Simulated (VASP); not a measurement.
Input of a VASP 6.6.1 run:

Contents of INCAR:

```
SYSTEM = CdC2
ALGO = Normal ; EDIFF = 1E-6
ENCUT = 600 ; GGA = CA
GGA_COMPAT = .False. ; ISIF = 2
ISMEAR = 0 ; LASPH = .True.
LCHARG = .False. ; LREAL = .False.
LWAVE = .False. ; NBANDS = 21
NELM = 120 ; PREC = Accurate
SIGMA = 0.1
```

The input KPOINTS:

```
k-points
0
Gamma
  8 8 8
  0 0 0
```

File POSCAR:

```
CdC2
1.0
   -2.0435788168      2.0435788168      2.6947303861
    2.0435788168     -2.0435788168      2.6947303861
    2.0435788168      2.0435788168     -2.6947303861
Cd C
1 2
Direct
    0.0000000000      0.0000000000      0.0000000000
    0.6148322777      0.6148322777      0.0000000000
    0.3851677223      0.3851677223      0.0000000000
```

Potentials or basis: VASP PAW LDA potentials, release 64 (Cd_sv_GW, C).

Launch:

```console
$ cat potpaw_LDA.64/Cd_sv_GW/POTCAR potpaw_LDA.64/C/POTCAR > POTCAR
$ mpirun -np 1 vasp_std > vasp.out
```

Problem. Predict the band gap on the k mesh.

Solution. 3.24 eV (least direct gap 3.83 eV).

Problem. Estimate the pressure.

Solution. 0.0 GPa.

Stress tensor (GPa, compression positive):
```
-0.24  0.00  0.00
 0.00 -0.24  0.00
 0.00  0.00  0.52
```

A k mesh can miss the band edges.
